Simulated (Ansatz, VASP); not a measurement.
## Two plane-wave programs on TaF3

```
Ta F
1.0
     4.08951    0.00000    0.00000
     0.00000    4.08951    0.00000
     0.00000    0.00000    4.08951
Ta F
1 3
Direct
  0.00000 0.00000 0.00000
  0.50000 0.00000 0.00000
  0.00000 0.50000 0.00000
  0.00000 0.00000 0.50000
```

Alike in both runs: functional r2SCAN; k mesh 5 × 5 × 5; occupations methfessel-paxton of order 1, width 0.05 eV; no spin polarisation.

Ansatz relaxed the structure, and its values are those at the end. VASP's run is a single point on that final structure, the one shown.

|  | VASP | Ansatz |
| --- | --- | --- |
| version | VASP 6.6.1 | Ansatz 0.2.0 |
| potentials or method | VASP PAW PBE potentials, release 64 (Ta_pv, F), cutoff 520 eV | PAW plane waves |
| valence electrons in the cell | 32 | 34 |

VASP gave:

```
gap on the k mesh at the Fermi level (eV) : none
pressure (GPa)                            : 0.3
```

Question: Which values does Ansatz return?

Answer: gap on the k mesh at the Fermi level (eV): none; pressure (GPa): 0.0.

VASP's potentials were made for PBE, not for r2SCAN. A gap of «none» marks a metal or a gap that the smearing closes. With one functional, cell and mesh, what is left measures potentials, basis and numerics. VASP's potentials hold 32 valence electrons a cell and Ansatz's 34, so a difference there can come from the potentials and not from the codes.

Spin-orbit coupling is off throughout.
